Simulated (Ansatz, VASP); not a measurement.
One calculation of MgO, two programs

Contents of INCAR:

```
  PREC = Accurate
  ENCUT = 520
  EDIFF = 1E-7
  ISMEAR = 0
  SIGMA = 0.01
  LREAL = False
  LASPH = True
  NELM = 80
  ALGO = Normal
  ISIF = 2
  LWAVE = False
  LCHARG = True
  GGA = PE
  LELF = True
  LVHAR = True
  NBANDS = 11
```

The input KPOINTS:

```
Automatic mesh
0
Gamma
  8 8 8
```

POSCAR

```
MgO
1.0
    2.6861582019      0.0000000000      0.0000000000
    0.0000000000      2.6861582019      0.0000000000
    0.0000000000      0.0000000000      2.6861582019
Mg O
1 1
Direct
    0.0000000000      0.0000000000      0.0000000000
    0.5000000000      0.5000000000      0.5000000000
```

Input for Ansatz:

```yaml
crystal:
  lattice:
    - [2.6861582019, 0.0, 0.0]
    - [0.0, 2.6861582019, 0.0]
    - [0.0, 0.0, 2.6861582019]
  atoms:
    - { symbol: Mg, position: [0.0, 0.0, 0.0] }
    - { symbol: O, position: [0.5, 0.5, 0.5] }
kpoints:
  mp_grid: { grid: [8, 8, 8] }
hamiltonian:
  xc: pbe
scf:
  occupations: { method: fixed }
  n_extra_bands: 4
output:
  forces: true
  stress: true
  eigenvalues: true
```

Alike in both runs: task single point; functional PBE; k mesh 8 × 8 × 8; no spin polarisation.

|  | VASP | Ansatz |
| --- | --- | --- |
| version | VASP 6.6.1 | Ansatz 0.2.0 |
| potentials or method | VASP PAW PBE potentials, release 64 (Mg, O) | plane waves, PAW |
| plane-wave cutoff (eV) | 520 | 420 |
| occupations | gaussian, width 0.01 eV | fixed |
| valence electrons in the cell | 8 | 16 |

|  | VASP | Ansatz | Ansatz less VASP |
| --- | --- | --- | --- |
| gap on the k mesh at the Fermi level (eV) | 2.00 | 2.02 | +0.021 |
| pressure (GPa) | -4.6 | -3.9 | +0.70 |

VASP's potentials hold 8 valence electrons a cell and Ansatz's 16, so a difference there can come from the potentials and not from the codes.
